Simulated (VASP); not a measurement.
BN: single point with LDA

Crystal: BN.

```
B N
1.0
     2.49134    0.00000    0.00000
    -1.24567    2.15756    0.00000
     0.00000    0.00000    4.00106
B N
2 2
Direct
  0.00000 0.00000 0.00000
  0.00000 0.00000 0.50000
  0.33333 0.66667 0.25000
  0.66667 0.33333 0.75000
```

* Program: VASP 6.6.1
* Task: single point
* Functional: LDA
* Potentials or basis: VASP PAW LDA potentials, release 64 (B, N)
* Cutoff: 520 eV
* k mesh: 6 × 6 × 4
* Occupations: gaussian, width 0.01 eV
* Spin: no spin polarisation
* Dipole correction: no
* Further INCAR settings: ALGO = Normal; EDIFF = 1e-07; NBANDS = 16

```json
{
  "Pressure": "-9.5 GPa",
  "Band gap on the k mesh": "1.67 eV (least direct gap 5.52 eV)"
}
```

Stress tensor (GPa, compression positive):
```
-10.74   0.00   0.00
  0.00 -10.74   0.00
  0.00   0.00  -7.10
```

Levels at points of the mesh, in eV from the valence-band top:
```
           k point  band 6  band 7  band 8  band 9  band 10  band 11
(0.00, 0.00, 0.00)   -0.67   -0.67   -0.20    5.87     8.16     8.16
(0.50, 0.00, 0.00)   -5.73   -4.31   -0.58    5.25     5.61     5.98
(0.00, 0.00, 0.50)   -0.97   -0.97   -0.97    7.17     7.17     7.64
(0.50, 0.00, 0.50)   -3.92   -3.24   -3.24    4.81     4.81     7.49
```

It took 6.2 s on 1 thread of Intel Xeon 8259CL, on a shared host, peak memory 0.12 GiB.

Caveat: the k points lie up to 0.49 Å⁻¹ apart. A k mesh can miss the band edges.
